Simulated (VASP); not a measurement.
# AlN (P6_3mc) in VASP: further runs

Runs on AlN. Level: PBEsol. Tasks: vibrations by perturbation theory.

Program: VASP 6.6.1. These are calculated values, not measurements. Logs are shortened: lines on timing, memory, paths and dates and some standing lists are left out, and cuts for length are marked.

### Step 1. The cell of the first run

It takes space group P6_3mc (No. 186, hexagonal). Conventional cell: a = 3.093 Å, b = 3.093 Å, c = 4.949 Å, α = 90.00°, β = 90.00°, γ = 120.00°. Within 2.5 Å of Al (site symmetry 3m) lie 4 N at 1.88 to 1.89 Å. Within 2.5 Å of N (site symmetry 3m) lie 4 Al at 1.88 to 1.89 Å.

### Step 2. Vibrations by perturbation theory, PBEsol (volume scaled by 0.980)

INCAR reads:

```
SYSTEM = AlN
ALGO = Normal ; EDIFF = 1E-8
ENCUT = 520 ; GGA = PS
IBRION = 8 ; ISIF = 2
ISMEAR = 0 ; LASPH = .True.
LCHARG = .False. ; LREAL = .False.
LWAVE = .False. ; NELM = 60
NSW = 1 ; PREC = Accurate
SIGMA = 0.01
```

KPOINTS reads:

```
k-points
0
Gamma
  8 8 4
  0 0 0
```

POSCAR reads:

```
AlN
1.0
    3.0930015458      0.0000000000      0.0000000000
   -1.5465007729      2.6786179126      0.0000000000
    0.0000000000      0.0000000000      4.9494070314
Al N
2 2
Direct
    0.3333333333      0.6666666667     -0.0010741161
    0.6666666667      0.3333333333      0.4989258839
    0.3333333333      0.6666666667      0.3810741161
    0.6666666667      0.3333333333      0.8810741161
```

Potentials or basis: VASP PAW PBE potentials, release 64 (Al, N).

Started as:

```bash
$ cat potpaw_PBE.64/Al/POTCAR potpaw_PBE.64/N/POTCAR > POTCAR
$ mpirun -np 1 vasp_std > vasp.out
```

OUTCAR:

```text
SYSTEM = AlN
   EDIFF = 1E-8
   ENCUT = 520
   GGA = PS
   IBRION = 8
   ISIF = 2
   ISMEAR = 0
   LASPH = .True.
   LREAL = .False.
   NELM = 60
   NSW = 1
   PREC = Accurate

 ion  position               nearest neighbor table
   1  0.333  0.667  0.999-   4 1.88   4 1.88   4 1.88   3 1.89   2 3.05   2 3.05   2 3.05   2 3.05
                             2 3.05   2 3.05
   2  0.667  0.333  0.499-   3 1.88   3 1.88   3 1.88   4 1.89   1 3.05   1 3.05   1 3.05   1 3.05
                             1 3.05   1 3.05
   3  0.333  0.667  0.381-   2 1.88   2 1.88   2 1.88   1 1.89
   4  0.667  0.333  0.881-   1 1.88   1 1.88   1 1.88   2 1.89

  LATTYP: Found a hexagonal cell.
 ALAT       =     3.0930015458
 C/A-ratio  =     1.6001954600

  Lattice vectors:

 A1 = (   3.0930015458,   0.0000000000,   0.0000000000)
 A2 = (  -1.5465007729,   2.6786179126,   0.0000000000)
 A3 = (   0.0000000000,   0.0000000000,   4.9494070314)

Analysis of symmetry for initial positions (statically):
=====================================================================
 Subroutine PRICEL returns:
 Original cell was already a primitive cell.

 Routine SETGRP: Setting up the symmetry group for a
 hexagonal supercell.

 Subroutine GETGRP returns: Found 12 space group operations
 (whereof  6 operations were pure point group operations)
 out of a pool of 24 trial point group operations.

The static configuration has the point symmetry C_3v.
 The point group associated with its full space group is C_6v.

Analysis of symmetry for dynamics (positions and initial velocities):
=====================================================================
 Subroutine PRICEL returns:
 Original cell was already a primitive cell.

 Routine SETGRP: Setting up the symmetry group for a
 hexagonal supercell.

 Subroutine GETGRP returns: Found 12 space group operations
 (whereof  6 operations were pure point group operations)
 out of a pool of 24 trial point group operations.

The dynamic configuration has the point symmetry C_3v.
 The point group associated with its full space group is C_6v.

 Subroutine INISYM returns: Found 12 space group operations
 (whereof  6 operations are pure point group operations),
 and found     1 'primitive' translations

----------------------------------------------------------------------------------------

                                     Primitive cell

  volume of cell :      41.0057

  direct lattice vectors                    reciprocal lattice vectors
     3.093001546  0.000000000  0.000000000     0.323310540  0.186663427  0.000000000
    -1.546500773  2.678617913  0.000000000     0.000000000  0.373326855  0.000000000
     0.000000000  0.000000000  4.949407031     0.000000000  0.000000000  0.202044405

  length of vectors
     3.093001546  3.093001546  4.949407031     0.373326855  0.373326855  0.202044405

  position of ions in fractional coordinates (direct lattice)
     0.333333333  0.666666667  0.998925884
     0.666666667  0.333333333  0.498925884
     0.333333333  0.666666667  0.381074116
     0.666666667  0.333333333  0.881074116

  ion indices of the primitive-cell ions
   primitive index   ion index
                 1           1
                 2           2
                 3           3
                 4           4

----------------------------------------------------------------------------------------

 KPOINTS: k-points

Automatic generation of k-mesh.
 Grid dimensions read from file:
 generate k-points for:    8    8    4

 Generating k-lattice:

  Cartesian coordinates                     Fractional coordinates (reciprocal lattice)
     0.040413818  0.023332928  0.000000000     0.125000000  0.000000000  0.000000000
     0.000000000  0.046665857  0.000000000     0.000000000  0.125000000  0.000000000
     0.000000000  0.000000000  0.050511101     0.000000000  0.000000000  0.250000000

  Length of vectors
     0.046665857  0.046665857  0.050511101

  Shift w.r.t. Gamma in fractional coordinates (k-lattice)
     0.000000000  0.000000000  0.000000000

 Subroutine IBZKPT returns following result:
[... 76 lines left out ...]
   AEXX    =    0.0000 exact exchange contribution
   IVDW    =     0    specifies the selected vdW correction
   LEPSILON=     F    determine dielectric tensor
   LRPA    =     F    only Hartree local field effects (RPA)
 non-spin polarized calculation
 Gauss-broadening in eV      SIGMA  =   0.01
  energy-cutoff  :      520.00
  volume of cell :       41.01
 maximum number of plane-waves:      1124
 NGX is ok and might be reduce to    24
   NGX = 11   NGY = 11   NGZ = 19

--------------------------------------- Ionic step        1  -------------------------------------------

 number of electron      15.9999996 magnetization

 Free energy of the ion-electron system (eV)
  ---------------------------------------------------
  ext. energy  EPLUGINS =         0.00000000
  ---------------------------------------------------
  free energy    TOTEN  =       -31.30100653 eV

  energy without entropy =      -31.30100653  energy(sigma->0) =      -31.30100653

 E-fermi :   6.3309     XC(G=0): -11.1881

 val. band max:        6.2503350472   @ k =   0.0000   0.0000   0.0000
 cond. band min:      10.5368000097   @ k =   0.0000   0.0000   0.0000
 fundamental gap:      4.2864649625
 Fermi energy:         6.3308944453

 k-point     1 :       0.0000    0.0000    0.0000
  band No.  band energies     occupation
      1      -9.0381      2.00000
      2      -6.7936      2.00000
      3       0.1056      2.00000
      4       5.3577      2.00000
      5       5.3577      2.00000
      6       6.0170      2.00000
      7       6.0170      2.00000
      8       6.2503      2.00000
      9      10.5368      0.00000
     10      12.9682      0.00000
     11      16.9053      0.00000
     12      17.4089      0.00000
[... 331 lines left out ...]
 k-point    24 :       0.3750    0.0000    0.5000
  band No.  band energies     occupation
      1      -6.8822      2.00000
      2      -6.8822      2.00000
      3       1.0420      2.00000
      4       1.0420      2.00000
      5       4.7171      2.00000
      6       4.7171      2.00000
      7       4.8620      2.00000
      8       4.8620      2.00000
      9      11.8490      0.00000
     10      11.8490      0.00000
     11      15.7267      0.00000
     12      15.7267      0.00000

 [... further k-points ...]
[... 5 lines left out ...]
  --------------------------------------------------------------------------------------
  -------------------------------------------------------------------------------------
  Total        1.1155829      1.1155829      1.0276872      0.0000000     -0.0000000      0.0000000
  in kB       43.5881420     43.5881420     40.1538744      0.0000000     -0.0000000      0.0000000
  external PRESSURE =      42.4433861 kB  Pullay stress =       0.0000000 kB

 VOLUME and BASIS-vectors are now :
 -----------------------------------------------------------------------------
  energy-cutoff  :      520.00
  volume of cell :       41.01
      direct lattice vectors                 reciprocal lattice vectors
     3.093001546  0.000000000  0.000000000     0.323310540  0.186663427  0.000000000
    -1.546500773  2.678617913  0.000000000     0.000000000  0.373326855  0.000000000
     0.000000000  0.000000000  4.949407031     0.000000000  0.000000000  0.202044405

 POSITION                                       TOTAL-FORCE (eV/Angst)
 -----------------------------------------------------------------------------------
     -0.00000      1.78575      4.94409         0.000000      0.000000     -0.000600
      1.54650      0.89287      2.46939        -0.000000     -0.000000     -0.000600
     -0.00000      1.78575      1.88609         0.000000      0.000000      0.000600
      1.54650      0.89287      4.36079        -0.000000      0.000000      0.000600
 -----------------------------------------------------------------------------------
    total drift:                               -0.000000      0.000000     -0.000669

  FREE ENERGIE OF THE ION-ELECTRON SYSTEM (eV)
  ---------------------------------------------------
  free  energy   TOTEN  =       -31.3010065305 eV

  energy  without entropy=      -31.3010065305  energy(sigma->0) =      -31.30100653

[... ionic steps 2 to 9 ...]

--------------------------------------- Ionic step       10  -------------------------------------------

------------------------ aborting loop because EDIFF is reached ----------------------------------------

[... ionic steps 11 to 11 ...]

--------------------------------------- Ionic step       12  -------------------------------------------

 Free energy of the ion-electron system (eV)
  ---------------------------------------------------
  ---------------------------------------------------
  free energy    TOTEN  =        -0.25355867 eV

  energy without entropy =       -0.25355867

------------------------ aborting loop because EDIFF is reached ----------------------------------------

 INTERNAL STRAIN TENSOR  FOR ION    3  DIRECTION 3   (eV/Angst):
 -----------------------------------------------------------------------------
     6.23396  0.00000 -0.00000
    -0.00000  6.23396 -0.00000
     0.00000  0.00000-13.69196

 INTERNAL STRAIN TENSOR FOR ION    4 for displacements in x,y,z  (eV/Angst):
          X           Y           Z          XY          YZ          ZX
  --------------------------------------------------------------------------------
  x     0.00000     0.00000     0.00000    11.66155    -0.00000     5.95673
  y    11.66155   -11.66155     0.00000    -0.00000     5.97150     0.00000
  z     6.23396     6.23396   -13.69196    -0.00000     0.00000     0.00000

 SECOND DERIVATIVES (NOT SYMMETRIZED)
 ------------------------------------
               1X          1Y          1Z          2X          2Y          2Z          3X          3Y          3Z          4X          4Y          4Z
  1X   -16.639218    0.000000    0.000000    0.692194   -0.000000   -0.000000    1.394565    0.000000    0.000000   14.552459    0.000000   -0.000000
  1Y     0.000000  -16.639218   -0.000000   -0.000000    0.692194    0.000000    0.000000    1.394565    0.000000    0.000000   14.552459   -0.000000
  1Z     0.000000    0.000000  -21.827325    0.000000    0.000000    8.548227    0.000000    0.000000    7.052050    0.000000    0.000000    6.227047
  2X     0.692194   -0.000000    0.000000  -16.639218    0.000000    0.000000   14.552459    0.000000   -0.000000    1.394565    0.000000    0.000000
  2Y    -0.000000    0.692194   -0.000000    0.000000  -16.639218    0.000000    0.000000   14.552459    0.000000    0.000000    1.394565    0.000000
  2Z     0.000000   -0.000000    8.548227    0.000000   -0.000000  -21.827325    0.000000    0.000000    6.227047    0.000000    0.000000    7.052050
  3X     1.393112    0.000000    0.000000   14.549943    0.000000   -0.000000  -16.690198    0.000000   -0.000000    0.747144   -0.000000   -0.000000
  3Y     0.000000    1.393112    0.000000   -0.000000   14.549943    0.000000    0.000000  -16.690198    0.000000    0.000000    0.747144    0.000000
  3Z     0.000000   -0.000000    7.011818    0.000000    0.000000    6.264523    0.000000    0.000000  -20.441529    0.000000    0.000000    7.165188
  4X    14.549943    0.000000    0.000000    1.393112    0.000000    0.000000    0.747144    0.000000    0.000000  -16.690198    0.000000    0.000000
  4Y    -0.000000   14.549943   -0.000000    0.000000    1.393112   -0.000000    0.000000    0.747144   -0.000000   -0.000000  -16.690198   -0.000000
  4Z     0.000000    0.000000    6.264523   -0.000000    0.000000    7.011818    0.000000    0.000000    7.165188    0.000000    0.000000  -20.441529

 Eigenvectors and eigenvalues of the dynamical matrix
 ----------------------------------------------------

   1 f  =   21.962965 THz   137.997381 2PiTHz  732.605664 cm-1    90.831485 meV
             X         Y         Z           dx          dy          dz
     -0.000000  1.785745  4.944091    -0.000000   -0.000000    0.033694
      1.546501  0.892873  2.469387    -0.000000   -0.000000   -0.033694
     -0.000000  1.785745  1.886091     0.000000    0.000000   -0.706304
      1.546501  0.892873  4.360794     0.000000    0.000000    0.706304
[... 71 lines left out ...]
  12 f/i=    0.001214 THz     0.007627 2PiTHz    0.040488 cm-1     0.005020 meV
             X         Y         Z           dx          dy          dz
     -0.000000  1.785745  4.944091     0.102006   -0.564578   -0.000000
      1.546501  0.892873  2.469387     0.102006   -0.564578   -0.000000
     -0.000000  1.785745  1.886091     0.073491   -0.406751   -0.000000
      1.546501  0.892873  4.360794     0.073491   -0.406751   -0.000000

--------------------------------------------------------------------------------------------------------

 ELASTIC MODULI CONTR FROM IONIC RELAXATION (kBar)
 Direction    XX          YY          ZZ          XY          YZ          ZX
 --------------------------------------------------------------------------------
 XX        -846.0381    387.8795    503.1369      0.0000     -0.0000      0.0000
 YY         387.8795   -846.0381    503.1369     -0.0000      0.0000      0.0000
 ZZ         503.1369    503.1369  -1105.0616     -0.0000     -0.0000     -0.0000
 XY           0.0000     -0.0000     -0.0000   -616.9588     -0.0000      0.0000
 YZ          -0.0000      0.0000     -0.0000     -0.0000   -161.0022      0.0000
 ZX           0.0000      0.0000     -0.0000      0.0000      0.0000   -170.5231
 --------------------------------------------------------------------------------
```

Run time: 99 s. Hardware: 1 thread of Intel Xeon 6975P-C (Granite Rapids), shared host; peak memory 0.29 GiB.

Results:

```yaml
Highest_phonon_frequency_at_Γ_LO-TO_splitting_left_out: 733 cm⁻¹
```

Phonon frequencies in cm⁻¹ (negative: imaginary):
```
              q point                                frequencies
(0.000, 0.000, 0.000)  0 0 0 235 235 553 626 677 677 686 686 733
```

Caveat: the cell wasn't relaxed at this level first, which shifts response properties; the PAW data sets were made with another functional, which shifts forces and pressure a little.

(Continued in part 2 of 3.)
